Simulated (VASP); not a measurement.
# N (P6_3/mmc) in VASP: a series of runs

The runs below take N through single point, with r2SCAN.

Program: VASP 6.6.1. These are calculated values, not measurements. Logs are shortened: lines on timing, memory, paths and dates and some standing lists are left out, and cuts for length are marked.

## 1. The cell of the first run

Symmetry: P6_3/mmc, No. 194, hexagonal system. Conventional cell: a = 3.516 Å, b = 3.516 Å, c = 6.276 Å, α = 90.00°, β = 90.00°, γ = 120.00°. N (site symmetry -6m2) has 12 N at 3.52 to 3.74 Å within 4.6 Å.

## 2. Single point, r2SCAN

Input file POSCAR:

```
N
1.0
    3.5155202501      0.0000000000      0.0000000000
   -1.7577601250      3.0445298441      0.0000000000
    0.0000000000      0.0000000000      6.2763971746
N
2
Direct
    0.3333333333      0.6666666667      0.2500000000
    0.6666666667      0.3333333333      0.7500000000
```

Input file INCAR.step1:

```
  PREC = Accurate
  ENCUT = 520
  ISMEAR = 0
  SIGMA = 0.15
  LREAL = False
  LASPH = True
  NELM = 80
  NBANDS = 12
  GGA = PE
  ALGO = Normal
  EDIFF = 1E-4
  LWAVE = True
  LCHARG = False
```

Input file INCAR.step2:

```
  PREC = Accurate
  ENCUT = 520
  EDIFF = 1E-6
  ISMEAR = 0
  SIGMA = 0.15
  LREAL = False
  LASPH = True
  NELM = 80
  ALGO = Normal
  ISIF = 2
  LWAVE = False
  LCHARG = False
  METAGGA = R2SCAN
  LMIXTAU = True
  NBANDS = 12
  ISTART = 1
```

Input file KPOINTS:

```
Automatic mesh
0
Gamma
  18 18 10
```

Potentials or basis: VASP PAW PBE potentials, release 64 (N).

On the command line:

```sh
$ cat potpaw_PBE.64/N/POTCAR > POTCAR
$ cp INCAR.step1 INCAR
$ mpirun -np 1 vasp_std > vasp.out
$ cp INCAR.step2 INCAR
$ mpirun -np 1 vasp_std > vasp.out
```

OUTCAR:

```text
PREC = Accurate
   ENCUT = 520
   EDIFF = 1E-6
   ISMEAR = 0
   LREAL = False
   LASPH = True
   NELM = 80
   ISIF = 2
   METAGGA = R2SCAN
   ISTART = 1

 ion  position               nearest neighbor table
   1  0.333  0.667  0.250-
   2  0.667  0.333  0.750-

  LATTYP: Found a hexagonal cell.
 ALAT       =     3.5155202501
 C/A-ratio  =     1.7853395026

  Lattice vectors:

 A1 = (   3.5155202501,   0.0000000000,   0.0000000000)
 A2 = (  -1.7577601250,   3.0445298441,   0.0000000000)
 A3 = (   0.0000000000,   0.0000000000,   6.2763971746)

Analysis of symmetry for initial positions (statically):
=====================================================================
 Subroutine PRICEL returns:
 Original cell was already a primitive cell.

 Routine SETGRP: Setting up the symmetry group for a
 hexagonal supercell.

 Subroutine GETGRP returns: Found 24 space group operations
 (whereof 12 operations were pure point group operations)
 out of a pool of 24 trial point group operations.

The static configuration has the point symmetry D_3d.
 The point group associated with its full space group is D_6h.

Analysis of symmetry for dynamics (positions and initial velocities):
=====================================================================
 Subroutine PRICEL returns:
 Original cell was already a primitive cell.

 Routine SETGRP: Setting up the symmetry group for a
 hexagonal supercell.

 Subroutine GETGRP returns: Found 24 space group operations
 (whereof 12 operations were pure point group operations)
 out of a pool of 24 trial point group operations.

The dynamic configuration has the point symmetry D_3d.
 The point group associated with its full space group is D_6h.

 Subroutine INISYM returns: Found 24 space group operations
 (whereof 12 operations are pure point group operations),
 and found     1 'primitive' translations

----------------------------------------------------------------------------------------

                                     Primitive cell

  volume of cell :      67.1769

  direct lattice vectors                    reciprocal lattice vectors
     3.515520250  0.000000000  0.000000000     0.284452920  0.164228970  0.000000000
    -1.757760125  3.044529844  0.000000000     0.000000000  0.328457940  0.000000000
     0.000000000  0.000000000  6.276397175     0.000000000  0.000000000  0.159327074

  length of vectors
     3.515520250  3.515520250  6.276397175     0.328457940  0.328457940  0.159327074

  position of ions in fractional coordinates (direct lattice)
     0.333333333  0.666666667  0.250000000
     0.666666667  0.333333333  0.750000000

  ion indices of the primitive-cell ions
   primitive index   ion index
                 1           1
                 2           2

----------------------------------------------------------------------------------------

 KPOINTS: Automatic mesh

Automatic generation of k-mesh.
 Grid dimensions read from file:
 generate k-points for:   18   18   10

 Generating k-lattice:

  Cartesian coordinates                     Fractional coordinates (reciprocal lattice)
     0.015802940  0.009123832  0.000000000     0.055555556  0.000000000  0.000000000
     0.000000000  0.018247663  0.000000000     0.000000000  0.055555556  0.000000000
     0.000000000  0.000000000  0.015932707     0.000000000  0.000000000  0.100000000

  Length of vectors
     0.018247663  0.018247663  0.015932707

  Shift w.r.t. Gamma in fractional coordinates (k-lattice)
     0.000000000  0.000000000  0.000000000

 Subroutine IBZKPT returns following result:
 ===========================================

 Found    222 irreducible k-points:

 Following reciprocal coordinates:
            Coordinates               Weight
  0.000000  0.000000  0.000000      1.000000
  0.055556  0.000000  0.000000      6.000000
  0.111111  0.000000  0.000000      6.000000
  0.166667 -0.000000  0.000000      6.000000
  0.222222 -0.000000  0.000000      6.000000
  0.277778 -0.000000  0.000000      6.000000
[... 16 lines left out ...]
  0.333333  0.111111  0.000000     12.000000
  0.388889  0.111111  0.000000     12.000000
 [... further k-points ...]
   k-points           NKPTS =    222   k-points in BZ     NKDIM =    222   number of bands    NBANDS=     12
   number of dos      NEDOS =    301   number of ions     NIONS =      2
   total plane-waves  NPLWV =  37632
   dimension x,y,z NGX =    28 NGY =   28 NGZ =   48
   dimension x,y,z NGXF=    56 NGYF=   56 NGZF=   96
   ions per type =               2
   NGX,Y,Z   is equivalent  to a cutoff of  13.24, 13.24, 12.71 a.u.
   NGXF,Y,Z  is equivalent  to a cutoff of  26.48, 26.48, 25.43 a.u.
 SYSTEM =  unknown system
   PREC   = accura    normal or accurate (medium, high low for compatibility)
   ISTART =      1    job   : 0-new  1-cont  2-samecut
   ICHARG =      0    charge: 1-file 2-atom 10-const
   ISPIN  =      1    spin polarized calculation?
   LNONCOLLINEAR =      F non collinear calculations
   LSORBIT =      F    spin-orbit coupling
   LASPH  =      T    aspherical Exc in radial PAW
   ENCUT  =  520.0 eV  38.22 Ry    6.18 a.u.   6.54  6.54 11.67*2*pi/ulx,y,z
   NELM   =     80;   NELMIN=  2; NELMDL=  0     # of ELM steps
   EDIFF  = 0.1E-05   stopping-criterion for ELM
   LREAL  =      F    real-space projection
   EDIFFG = 0.1E-04   stopping-criterion for IOM
   NSW    =      0    number of steps for IOM
   IBRION =     -1    ionic relax: 0-MD 1-quasi-New 2-CG
   NFREE  =      0    steps in history (QN), initial steepest desc. (CG)
   ISIF   =      2    stress and relaxation
   ISYM   =      2    0-nonsym 1-usesym 2-fastsym
   POTIM  = 0.5000    time-step for ionic-motion
   TEBEG  =    0.0;   TEEND  =   0.0 temperature during run
   PSTRESS=    0.0 pullay stress
   NELECT =      10.0000    total number of electrons
   NUPDOWN=      -1.0000    fix difference up-down
   EMIN   =  10.00;   EMAX   =-10.00  energy-range for DOS
   EFERMI =   0.00;   METHOD = LEGACY
   ISMEAR =     0;   SIGMA  =   0.15  broadening in eV -4-tet -1-fermi 0-gaus
   EFERMI_NEDOS =   21; number of points for ismear=-14 and -15
   IALGO  =     38    algorithm
   IMIX   =      4    mixing-type and parameters
     AMIX     =   0.40;   BMIX     =  1.00
     AMIX_MAG =   1.60;   BMIX_MAG =  1.00
  volume/ion in A,a.u.               =      33.59       226.67
  Fermi-wavevector in a.u.,A,eV,Ry     =   0.867630  1.639584 10.242227  0.752782
  Thomas-Fermi vector in A             =   1.986192
   LORBIT       =      0    0 simple, 1 ext, 2 COOP (PROOUT), +10 PAW based schemes
   METAGGA = R2SCAN    functional components
   LHFCALC =     F    Hartree Fock is set to
   AEXX    =    0.0000 exact exchange contribution
   IVDW    =     0    specifies the selected vdW correction
   LEPSILON=     F    determine dielectric tensor
   LRPA    =     F    only Hartree local field effects (RPA)
 non-spin polarized calculation
 Gauss-broadening in eV      SIGMA  =   0.15
  energy-cutoff  :      520.00
  volume of cell :       67.18
 maximum number of plane-waves:      1853
 NGX is ok and might be reduce to    28

 number of electron       9.9999999 magnetization

 Free energy of the ion-electron system (eV)
  ---------------------------------------------------
  ext. energy  EPLUGINS =         0.00000000
  ---------------------------------------------------
  free energy    TOTEN  =        -2.35510165 eV

  energy without entropy =       -2.24510835  energy(sigma->0) =       -2.30010500

 E-fermi :  -5.0852     XC(G=0):  -6.2464

 val. band max:       -5.0861956805   @ k =   0.3333   0.2222   0.0000
 cond. band min:      -5.0849558567   @ k =   0.2778   0.2778   0.2000
 fundamental gap:      0.0012398238
 Fermi energy:        -5.0852126349

 k-point     1 :       0.0000    0.0000    0.0000
  band No.  band energies     occupation
      1     -17.9517      2.00000
      2     -17.7128      2.00000
      3      -6.0159      2.00000
      4      -4.7510      0.00163
      5      -4.6540      0.00005
      6      -4.6540      0.00005
      7      -4.5674      0.00000
      8      -4.5674      0.00000
      9       2.4526      0.00000
     10       6.2663      0.00000
     11       6.4250      0.00000
     12      12.8253      0.00000

 k-point     2 :       0.0556    0.0000    0.0000
  band No.  band energies     occupation
      1     -17.9425      2.00000
      2     -17.7066      2.00000
      3      -5.9996      2.00000
      4      -4.7520      0.00168
      5      -4.6952      0.00024
      6      -4.6643      0.00007
      7      -4.6128      0.00001
      8      -4.5724      0.00000
      9       2.5293      0.00000
     10       6.2727      0.00000
     11       6.4999      0.00000
     12      12.6815      0.00000

 k-point     3 :       0.1111    0.0000    0.0000
  band No.  band energies     occupation
      1     -17.9157      2.00000
      2     -17.6890      2.00000
      3      -5.9515      2.00000
      4      -4.8152      0.01092
      5      -4.7553      0.00187
      6      -4.7372      0.00104
      7      -4.6933      0.00022
      8      -4.5876      0.00000
      9       2.7509      0.00000
     10       6.2936      0.00000
     11       6.7159      0.00000
     12      11.9713      0.00000
[... 286 lines left out ...]
 k-point    23 :       0.3333    0.1111    0.0000
  band No.  band energies     occupation
      1     -17.6385      2.00000
      2     -17.5382      2.00000
      3      -5.8001      2.00000
      4      -5.6082      2.00000
      5      -5.3930      1.99629
      6      -5.0089      0.47210
      7      -4.8798      0.05281
      8      -4.8310      0.01653
      9       5.3416      0.00000
     10       6.8322      0.00000
     11       7.8501      0.00000
     12       8.6069      0.00000

 k-point    24 :       0.3889    0.1111    0.0000
  band No.  band energies     occupation
      1     -17.6033      2.00000
      2     -17.5281      2.00000
      3      -5.8948      2.00000
      4      -5.6817      2.00000
      5      -5.3030      1.95992
      6      -5.0449      0.70364
      7      -4.9236      0.12757
      8      -4.8545      0.02961
      9       5.9423      0.00000
     10       6.9871      0.00000
     11       7.2091      0.00000
     12       8.6984      0.00000

 [... further k-points ...]
[... 5 lines left out ...]
  --------------------------------------------------------------------------------------
  -------------------------------------------------------------------------------------
  Total       -3.7743990     -3.7743990     -2.6781696     -0.0000000      0.0000000      0.0000000
  in kB      -90.0198193    -90.0198193    -63.8746302     -0.0000000      0.0000000      0.0000000
  external PRESSURE =     -81.3047563 kB  Pullay stress =       0.0000000 kB

 VOLUME and BASIS-vectors are now :
 -----------------------------------------------------------------------------
  energy-cutoff  :      520.00
  volume of cell :       67.18
      direct lattice vectors                 reciprocal lattice vectors
     3.515520250  0.000000000  0.000000000     0.284452920  0.164228970  0.000000000
    -1.757760125  3.044529844  0.000000000     0.000000000  0.328457940  0.000000000
     0.000000000  0.000000000  6.276397175     0.000000000  0.000000000  0.159327074

 POSITION                                       TOTAL-FORCE (eV/Angst)
 -----------------------------------------------------------------------------------
     -0.00000      2.02969      1.56910         0.000000      0.000000      0.000000
      1.75776      1.01484      4.70730        -0.000000      0.000000      0.000000
 -----------------------------------------------------------------------------------
    total drift:                               -0.000000      0.000000      0.000000

  FREE ENERGIE OF THE ION-ELECTRON SYSTEM (eV)
  ---------------------------------------------------
  free  energy   TOTEN  =        -2.3551016486 eV

  energy  without entropy=       -2.2451083466  energy(sigma->0) =       -2.30010500
```

Run time: 9.9 min. Hardware: 1 thread of Intel Xeon 8259CL, shared host; peak memory 0.29 GiB.

What came out:

```
Free energy            : -2.3551 eV
Pressure               : -8.1 GPa
Band gap on the k mesh : zero (bands 5 and 6 overlap by 0.87 eV)
```

Stress tensor (GPa, compression positive):
```
-9.00  0.00  0.00
 0.00 -9.00  0.00
 0.00  0.00 -6.39
```

Levels at points of the mesh, in eV from the Fermi level:
```tsv
k point	band 3	band 4	band 5	band 6	band 7	band 8
(0.00, 0.00, 0.00)	-0.93	0.33	0.43	0.43	0.52	0.52
(0.50, 0.00, 0.00)	-0.89	-0.67	-0.21	0.13	0.15	0.32
(0.00, 0.00, 0.50)	-0.35	-0.35	0.47	0.47	0.47	0.47
(0.50, 0.00, 0.50)	-0.88	-0.88	0.09	0.09	0.23	0.23
```

Caveat: the cell stands under tension; the PAW data sets were made with another functional, which shifts forces and pressure a little.

## 3. Single point, r2SCAN

This run uses another cell than the first one, of the same volume but with other edges.

Input file POSCAR:

```
N
1.0
    3.7312804258      0.0000000000      0.0000000000
   -1.8656402129      3.2313836374      0.0000000000
    0.0000000000      0.0000000000      5.5715219566
N
2
Direct
    0.3333333333      0.6666666667      0.2500000000
    0.6666666667      0.3333333333      0.7500000000
```

Input file INCAR.step1:

```
PREC = Accurate ; ENCUT = 520
ISMEAR = 0 ; SIGMA = 0.15
LREAL = False ; LASPH = True
NELM = 100 ; NBANDS = 12
GGA = PE ; ALGO = Normal
EDIFF = 1E-4 ; LWAVE = True
LCHARG = False
```

Input file INCAR.step2:

```
PREC = Accurate ; ENCUT = 520
EDIFF = 1E-7 ; ISMEAR = 0
SIGMA = 0.15 ; LREAL = False
LASPH = True ; NELM = 100
ALGO = Normal ; ISIF = 2
LWAVE = False ; LCHARG = True
METAGGA = R2SCAN ; LMIXTAU = True
LELF = True ; LVHAR = True
NBANDS = 12 ; ISTART = 1
```

KPOINTS is that of step 2.

Potentials or basis: VASP PAW PBE potentials, release 64 (N).

On the command line:

```sh
$ cat potpaw_PBE.64/N/POTCAR > POTCAR
$ cp INCAR.step1 INCAR
$ mpirun -np 1 vasp_std > vasp.out
$ cp INCAR.step2 INCAR
$ mpirun -np 1 vasp_std > vasp.out
```

OUTCAR:

```text
PREC = Accurate
   ENCUT = 520
   EDIFF = 1E-7
   ISMEAR = 0
   LREAL = False
   LASPH = True
   NELM = 100
   ISIF = 2
   METAGGA = R2SCAN
   ISTART = 1

 ion  position               nearest neighbor table
   1  0.333  0.667  0.250-
   2  0.667  0.333  0.750-

  LATTYP: Found a hexagonal cell.
 ALAT       =     3.7312804258
 C/A-ratio  =     1.4931930385

  Lattice vectors:

 A1 = (   3.7312804258,   0.0000000000,   0.0000000000)
 A2 = (  -1.8656402129,   3.2313836374,   0.0000000000)
 A3 = (   0.0000000000,   0.0000000000,   5.5715219566)

Analysis of symmetry for initial positions (statically):
=====================================================================
 Subroutine PRICEL returns:
 Original cell was already a primitive cell.

 Routine SETGRP: Setting up the symmetry group for a
 hexagonal supercell.

 Subroutine GETGRP returns: Found 24 space group operations
 (whereof 12 operations were pure point group operations)
 out of a pool of 24 trial point group operations.

[... 174 lines left out ...]
      1     -17.9479      2.00000
      2     -17.5470      2.00000
      3      -6.0332      2.00000
      4      -4.8767      0.04231
      5      -4.8767      0.04231
      6      -4.6749      0.00008
      7      -4.6749      0.00008
      8      -4.5295      0.00000
      9       2.4537      0.00000
     10       6.4252      0.00000
     11       7.4089      0.00000
     12      12.6045      0.00000
[... 331 lines left out ...]
 k-point    24 :       0.3889    0.1111    0.0000
  band No.  band energies     occupation
      1     -17.6556      2.00000
      2     -17.5264      2.00000
      3      -5.7976      2.00000
      4      -5.4479      1.99921
      5      -5.3774      1.99286
      6      -5.1985      1.68455
      7      -4.9066      0.08031
      8      -4.8184      0.00987
      9       5.6023      0.00000
     10       6.7796      0.00000
     11       7.5937      0.00000
     12       8.1545      0.00000

 [... further k-points ...]

------------------------ aborting loop because EDIFF is reached ----------------------------------------

  FORCE on cell =-STRESS in cart. coord.  units (eV):
  Direction    XX          YY          ZZ          XY          YZ          ZX
  --------------------------------------------------------------------------------------
  -------------------------------------------------------------------------------------
  Total       -3.0655285     -3.0655285     -4.0649696     -0.0000000      0.0000000      0.0000000
  in kB      -73.1131816    -73.1131816    -96.9499592     -0.0000000      0.0000000      0.0000000
  external PRESSURE =     -81.0587741 kB  Pullay stress =       0.0000000 kB

 VOLUME and BASIS-vectors are now :
 -----------------------------------------------------------------------------
  energy-cutoff  :      520.00
  volume of cell :       67.18
      direct lattice vectors                 reciprocal lattice vectors
     3.731280426  0.000000000  0.000000000     0.268004515  0.154732479  0.000000000
    -1.865640213  3.231383637  0.000000000     0.000000000  0.309464957  0.000000000
     0.000000000  0.000000000  5.571521957     0.000000000  0.000000000  0.179484171

 POSITION                                       TOTAL-FORCE (eV/Angst)
 -----------------------------------------------------------------------------------
     -0.00000      2.15426      1.39288        -0.000000      0.000000      0.000000
      1.86564      1.07713      4.17864         0.000000     -0.000000      0.000000
 -----------------------------------------------------------------------------------
    total drift:                               -0.000000      0.000000      0.000000

  FREE ENERGIE OF THE ION-ELECTRON SYSTEM (eV)
  ---------------------------------------------------
  free  energy   TOTEN  =        -2.3510754413 eV

  energy  without entropy=       -2.2380179468  energy(sigma->0) =       -2.29454669
```

It took 8.4 min on 1 thread of Intel Xeon Platinum 8375C at 2.90GHz (Ice Lake), shared host; peak memory 0.26 GiB.

Results:

```yaml
Free_energy: -2.3511 eV
Pressure: -8.1 GPa
Band_gap_on_the_k_mesh: zero (bands 5 and 6 overlap by 0.62 eV)
```

Stress tensor (GPa, compression positive):
```
-7.31  0.00  0.00
 0.00 -7.31  0.00
 0.00  0.00 -9.69
```

Caveat: the cell stands under tension; the PAW data sets were made with another functional, which shifts forces and pressure a little.
